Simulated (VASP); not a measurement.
Cu, 1 atom in the cell. The typed cell holds 1 atom: a = 11.526 Å, b = 2.222 Å, c = 22.592 Å, α = 90.82°, β = 102.62°, γ = 89.82°. 

| Quantity | Value |
| --- | --- |
| Program | VASP 6.6.1 |
| Task | single point |
| Functional | PBEsol |
| Potentials or basis | VASP PAW PBE potentials, release 64 (Cu) |
| Cutoff | 520 eV |
| k mesh | 2 × 9 × 1 |
| Occupations | fermi-dirac, width 0.1 eV |
| Spin | no spin polarisation |
| Dipole correction | no |
| Further INCAR settings | ALGO = Normal; EDIFF = 1e-07; NBANDS = 12 |

Potentials or basis: VASP PAW PBE potentials, release 64 (Cu).

The run is started by

```sh
$ cat potpaw_PBE.64/Cu/POTCAR > POTCAR
$ mpirun -np 1 vasp_std > vasp.out
```

Hardware: 1 thread of Intel(R) Xeon(R) Platinum 8488C (Sapphire Rapids) (shared host).

Task: How long does it take, and how much memory?

Result: Wall time 90 s on 1 thread of Intel(R) Xeon(R) Platinum 8488C (Sapphire Rapids), on a shared host, peak memory 0.55 GiB. Counts: scf iterations 21, k points 10.
